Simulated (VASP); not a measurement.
# GaB in VASP: further runs, part 2 of 2

VASP 6.6.1. Earlier steps stand in the parts before.

## Step 3: Single point, PBE

This run uses another cell than the first one, of 12.67 Å³/atom, 1.019 times its volume.

The input, INCAR:

```
SYSTEM = GaB
PREC = Accurate
ENCUT = 520
EDIFF = 1E-6
ISMEAR = -1
SIGMA = 0.05
LREAL = .FALSE.
LASPH = .TRUE.
NELM = 60
ALGO = Normal
ISIF = 2
LWAVE = .FALSE.
LCHARG = .FALSE.
GGA = PE
NBANDS = 15
```

The input, KPOINTS:

```
Automatic mesh
0
G
  10 10 8
  0 0 0
```

The input, POSCAR:

```
GaB
1.0
    2.7715523584      0.0000000000      0.0000000000
    0.0000000000      2.7715523584      0.0000000000
    0.0000000000      0.0000000000      3.2996812121
Ga B
1 1
Direct
    0.5000000000      0.5000000000      0.5000000000
    0.0000000000      0.0000000000      0.0000000000
```

Potentials or basis: VASP PAW PBE potentials, release 64 (Ga_d, B).

The run is started by

```console
$ cat potpaw_PBE.64/Ga_d/POTCAR potpaw_PBE.64/B/POTCAR > POTCAR
$ mpirun -np 1 vasp_std > vasp.out
```

OUTCAR:

```text
SYSTEM = GaB
   PREC = Accurate
   ENCUT = 520
   EDIFF = 1E-6
   ISMEAR = -1
   LREAL = .FALSE.
   LASPH = .TRUE.
   NELM = 60
   ISIF = 2
   GGA = PE

 ion  position               nearest neighbor table
   1  0.500  0.500  0.500-
   2  0.000  0.000  0.000-

  LATTYP: Found a simple tetragonal cell.
 ALAT       =     2.7715523584
 C/A-ratio  =     1.1905534464

  Lattice vectors:

 A1 = (   2.7715523584,   0.0000000000,   0.0000000000)
 A2 = (   0.0000000000,   2.7715523584,   0.0000000000)
[... 606 lines left out ...]
      8       5.2080      2.00000
      9       9.6465      0.00000
     10      10.1985      0.00000
     11      14.5814      0.00000
     12      16.1694      0.00000
     13      17.6171      0.00000
     14      18.9907      0.00000
     15      21.8015      0.00000

 [... further k-points ...]
[... 5 lines left out ...]
  --------------------------------------------------------------------------------------
  -------------------------------------------------------------------------------------
  Total       -0.7048792     -0.7048792     -1.0012064      0.0000000     -0.0000000      0.0000000
  in kB      -44.5560934    -44.5560934    -63.2872251      0.0000000     -0.0000000      0.0000000
  external PRESSURE =     -50.7998039 kB  Pullay stress =       0.0000000 kB

 VOLUME and BASIS-vectors are now :
 -----------------------------------------------------------------------------
  energy-cutoff  :      520.00
  volume of cell :       25.35
      direct lattice vectors                 reciprocal lattice vectors
     2.771552358  0.000000000  0.000000000     0.360808627  0.000000000  0.000000000
     0.000000000  2.771552358  0.000000000     0.000000000  0.360808627  0.000000000
     0.000000000  0.000000000  3.299681212     0.000000000  0.000000000  0.303059579

 POSITION                                       TOTAL-FORCE (eV/Angst)
 -----------------------------------------------------------------------------------
      1.38578      1.38578      1.64984         0.000000      0.000000      0.000000
      0.00000      0.00000      0.00000         0.000000      0.000000      0.000000
 -----------------------------------------------------------------------------------
    total drift:                                0.000000      0.000000     -0.000000

  FREE ENERGIE OF THE ION-ELECTRON SYSTEM (eV)
  ---------------------------------------------------
  free  energy   TOTEN  =        -7.1274245900 eV

  energy  without entropy=       -7.1218846232  energy(sigma->0) =       -7.12465461
```

Wall time 24 s (1 thread of Intel Xeon Platinum 8488C (Sapphire Rapids), shared host); peak memory 0.17 GiB.

Results:

```
Free energy            : -7.1274 eV
Pressure               : -5.1 GPa
Band gap on the k mesh : zero (band 8 reaches 10.44 eV, above the bottom of band 9 at 2.07 eV)
```

## Step 4: Single point, PBE (atoms moved at random)

The input, INCAR:

```
SYSTEM = GaB
ALGO = Normal
EDIFF = 1E-6
ENCUT = 520
GGA = PE
ISIF = 2
ISMEAR = -1
LASPH = .TRUE.
LCHARG = .TRUE.
LELF = .TRUE.
LREAL = .FALSE.
LVHAR = .TRUE.
LWAVE = .FALSE.
NBANDS = 15
NELM = 100
PREC = Accurate
SIGMA = 0.05
```

The input, KPOINTS:

```
k-points
0
G
  10 10 8
  0 0 0
```

The input, POSCAR:

```
GaB
1.0
    2.7182400000      0.0000000000      0.0000000000
    0.0000000000      2.7182400000      0.0000000000
    0.0000000000      0.0000000000      3.2362100000
Ga B
1 1
Direct
    0.5128990000      0.5043680000      0.4871810000
   -0.0037240000     -0.0097550000     -0.0062070000
```

The run is started by

```console
$ cat potpaw_PBE.64/Ga_d/POTCAR potpaw_PBE.64/B/POTCAR > POTCAR
$ mpirun -np 1 vasp_std > vasp.out
```

Wall time 62 s (1 thread of Intel Xeon Platinum 8488C (Sapphire Rapids), shared host); peak memory 0.25 GiB.

The run converged. Its results:

- Free energy: -7.1513 eV
- Pressure: 0.1 GPa
- Largest force: 0.052 eV/Å
- Band gap on the k mesh: zero (band 8 reaches 11.21 eV, above the bottom of band 9 at 2.68 eV)

Forces on the atoms (eV/Å):
```
Ga   0.022  0.019  0.044
B   -0.022 -0.019 -0.044
```

Stress tensor (GPa, compression positive):
```
 0.38  0.15 -0.08
 0.15  0.38 -0.07
-0.08 -0.07 -0.40
```

Levels at points of the mesh, in eV from the Fermi level:
```csv
k point,band 6,band 7,band 8,band 9,band 10,band 11
"(0.00, 0.00, 0.00)",-13.31,-1.65,1.92,2.72,2.72,9.15
"(0.50, 0.00, 0.00)",-8.62,-8.19,1.90,5.07,5.46,5.56
"(0.00, 0.50, 0.00)",-8.61,-8.20,1.91,5.07,5.46,5.56
"(0.50, 0.50, 0.00)",-4.48,-4.45,-3.49,-1.92,3.29,7.70
"(0.00, 0.00, 0.50)",-9.95,-9.77,4.35,4.35,7.94,9.64
"(0.50, 0.00, 0.50)",-5.46,-5.33,-4.99,-4.18,5.48,10.28
"(0.00, 0.50, 0.50)",-5.46,-5.33,-5.00,-4.19,5.48,10.28
"(0.50, 0.50, 0.50)",-1.99,-1.33,-1.31,-0.50,0.17,0.29
```

Caveat: the cell differs from its parent crystal (atoms moved at random).

## Step 5: Single point, LDA

This run uses another cell than the first one, of 11.96 Å³/atom, 0.962 times its volume.

The input, INCAR:

```
PREC = Accurate ; ENCUT = 520
EDIFF = 1E-7 ; ISMEAR = -1
SIGMA = 0.05 ; LREAL = False
LASPH = True ; NELM = 80
ALGO = Normal ; ISIF = 2
LWAVE = False ; LCHARG = True
GGA = CA ; LELF = True
LVHAR = True ; NBANDS = 15
```

The input, KPOINTS:

```
Automatic mesh
0
Gamma
  6 6 5
```

The input, POSCAR:

```
GaB
1.0
    2.7182400000      0.0000000000      0.0000000000
    0.0000000000      2.7182400000      0.0000000000
    0.0000000000      0.0000000000      3.2362100000
Ga B
1 1
Direct
    0.5000000000      0.5000000000      0.5000000000
    0.0000000000      0.0000000000      0.0000000000
```

Potentials or basis: VASP PAW LDA potentials, release 64 (Ga_d, B).

The run is started by

```console
$ cat potpaw_LDA.64/Ga_d/POTCAR potpaw_LDA.64/B/POTCAR > POTCAR
$ mpirun -np 1 vasp_std > vasp.out
```

It took 3.7 s on 1 thread of Intel Xeon 6975P-C (Granite Rapids), shared host; peak memory 0.12 GiB.

The run converged. Its results:

| Quantity | Value |
| --- | --- |
| Free energy | -8.5077 eV |
| Pressure | -6.5 GPa |
| Band gap on the k mesh | zero (band 8 reaches 10.85 eV, above the bottom of band 9 at 3.58 eV) |

Stress tensor (GPa, compression positive):
```
-5.74  0.00  0.00
 0.00 -5.74  0.00
 0.00  0.00 -7.99
```

Levels at points of the mesh, in eV from the Fermi level:
| k point | band 4 | band 5 | band 6 | band 7 | band 8 | band 9 | band 10 | band 11 | band 12 | band 13 |
| --- | --- | --- | --- | --- | --- | --- | --- | --- | --- | --- |
| (0.00, 0.00, 0.00) | -15.13 | -15.08 | -13.46 | -1.83 | 1.74 | 2.49 | 2.49 | 9.05 | 9.48 | 12.84 |
| (0.50, 0.00, 0.00) | -15.19 | -15.11 | -8.67 | -8.45 | 1.77 | 4.86 | 5.23 | 5.32 | 5.37 | 11.00 |
| (0.50, 0.50, 0.00) | -15.19 | -14.93 | -4.63 | -4.63 | -3.52 | -2.26 | 3.12 | 7.39 | 7.39 | 9.54 |

Caveat: the k points lie up to 0.39 Å⁻¹ apart.

## Step 6: Single point, PBE

This run uses another cell than the first one, of 11.96 Å³/atom, 0.962 times its volume.

The input, INCAR:

```
SYSTEM = GaB
ALGO = Normal ; EDIFF = 1E-7
ENCUT = 520 ; GGA = PE
ISIF = 2 ; ISMEAR = -1
LASPH = .TRUE. ; LCHARG = .TRUE.
LELF = .TRUE. ; LREAL = .FALSE.
LVHAR = .TRUE. ; LWAVE = .FALSE.
NBANDS = 15 ; NELM = 60
PREC = Accurate ; SIGMA = 0.05
```

The input, KPOINTS:

```
k-points
0
G
  6 6 5
  0 0 0
```

POSCAR is that of step 5.

Potentials or basis: VASP PAW PBE potentials, release 64 (Ga_d, B).

The run is started by

```console
$ cat potpaw_PBE.64/Ga_d/POTCAR potpaw_PBE.64/B/POTCAR > POTCAR
$ mpirun -np 1 vasp_std > vasp.out
```

Wall time 4.4 s (1 thread of Intel Xeon 6975P-C (Granite Rapids), shared host); peak memory 0.13 GiB.

It converged, with:

- Free energy: -7.1176 eV
- Pressure: 0.3 GPa
- Band gap on the k mesh: zero (band 8 reaches 11.03 eV, above the bottom of band 9 at 3.77 eV)

Stress tensor (GPa, compression positive):
```
 1.39  0.00  0.00
 0.00  1.39  0.00
 0.00  0.00 -1.92
```

Levels at points of the mesh, in eV from the Fermi level:
```tsv
k point	band 6	band 7	band 8	band 9	band 10	band 11
(0.00, 0.00, 0.00)	-13.52	-1.84	1.71	2.52	2.52	8.97
(0.50, 0.00, 0.00)	-8.80	-8.44	1.74	4.91	5.32	5.34
(0.50, 0.50, 0.00)	-4.66	-4.66	-3.70	-2.16	3.13	7.49
```

Caveat: the k points lie up to 0.39 Å⁻¹ apart.

## Step 7: The runs side by side

```tsv
level	potentials or basis	cell	k mesh	gap on the mesh (eV)	pressure (GPa)
PBE	VASP PAW PBE potentials, release 64 (Ga_d, B)	a = 2.754, b = 2.754, c = 3.279 Å, 2 atoms	10 × 10 × 8	none	-3.5
PBE	VASP PAW PBE potentials, release 64 (Ga_d, B)	a = 2.772, b = 2.772, c = 3.300 Å, 2 atoms	10 × 10 × 8	none	-5.1
PBE	VASP PAW PBE potentials, release 64 (Ga_d, B)	a = 2.718, b = 2.718, c = 3.236 Å, 2 atoms	10 × 10 × 8	none	0.1
LDA	VASP PAW LDA potentials, release 64 (Ga_d, B)	a = 2.718, b = 2.718, c = 3.236 Å, 2 atoms	6 × 6 × 5	none	-6.5
PBE	VASP PAW PBE potentials, release 64 (Ga_d, B)	a = 2.718, b = 2.718, c = 3.236 Å, 2 atoms	6 × 6 × 5	none	0.3
```

Some of these runs hold the atoms at other places in the same cell, which the table doesn't show; runs alike in all that it shows share one row.

Alike in all rows: task single point; no spin polarisation; cutoff (eV) 520; smearing fermi-dirac 0.05 eV.

Caveats: some runs use coarse meshes.

Total energies depend on the potentials used, so only differences within one code and one set of settings carry meaning.
